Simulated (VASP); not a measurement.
Wanted: the native input for a VASP 6.6.1 run.

```
Task                   : single point
Functional             : BLYP
Dispersion             : D3(BJ)
Potentials or basis    : VASP PAW PBE potentials, release 64 (Rh_pv)
Cutoff                 : 520 eV
k mesh                 : 11 × 11 × 6
Occupations            : fermi-dirac, width 0.15 eV
Spin                   : no spin polarisation
Dipole correction      : no
Further INCAR settings : ALGO = Normal; EDIFF = 1e-06; NBANDS = 22
```

The structure of Rh lies in POSCAR:

```
Rh
1.0
    2.7128593840      0.0000000000      0.0000000000
   -1.3564296920      2.3494051435      0.0000000000
    0.0000000000      0.0000000000      4.3699174529
Rh
2
Direct
    0.6666666667      0.3333333333      0.7500000000
    0.3333333333      0.6666666667      0.2500000000
```

This isn't the form of Rh at room conditions, which is fcc.

The input as run:

INCAR

```
SYSTEM = Rh
PREC     = Accurate       ! precision mode
ENCUT    = 520            ! plane-wave cutoff, eV
EDIFF    = 1E-6           ! SCF threshold, eV
ISMEAR   = -1             ! smearing method
SIGMA    = 0.15           ! smearing width, eV
LREAL    = .FALSE.        ! projectors in reciprocal space
LASPH    = .TRUE.         ! aspherical terms in the spheres
NELM     = 100            ! most SCF steps
ALGO     = Normal         ! electronic algorithm
ISIF     = 2              ! what is computed and relaxed
LWAVE    = .FALSE.        ! write WAVECAR
LCHARG   = .FALSE.        ! write CHGCAR
GGA      = B5             ! functional
ALDAX    = 1.0          
AGGAX    = 1.0          
AGGAC    = 1.0          
ALDAC    = 0.0          
IVDW     = 12             ! dispersion correction
VDW_S6   = 1.0          
VDW_S8   = 2.6996       
VDW_A1   = 0.4298       
VDW_A2   = 4.2359       
NBANDS   = 22             ! bands
```

KPOINTS

```
Automatic mesh
0
G
  11 11 6
  0 0 0
```

Potentials or basis: VASP PAW PBE potentials, release 64 (Rh_pv).

Run with:

```sh
$ cat potpaw_PBE.64/Rh_pv/POTCAR > POTCAR
$ mpirun -np 1 vasp_std > vasp.out
```

It gave:

```
Pressure                   : 0.7 GPa
Band gap on the k mesh     : zero (bands 15 and 16 overlap by 2.31 eV)
Dispersion energy per atom : -1.473 eV
```

Caveat: the dispersion term is far too large for a dense solid, which distorts pressure and volume; the PAW data sets were made with another functional, which shifts forces and pressure a little.

It took 26 s on 1 thread of AMD EPYC 7R13 Processor (Zen 3) (shared host), peak memory 0.14 GiB.
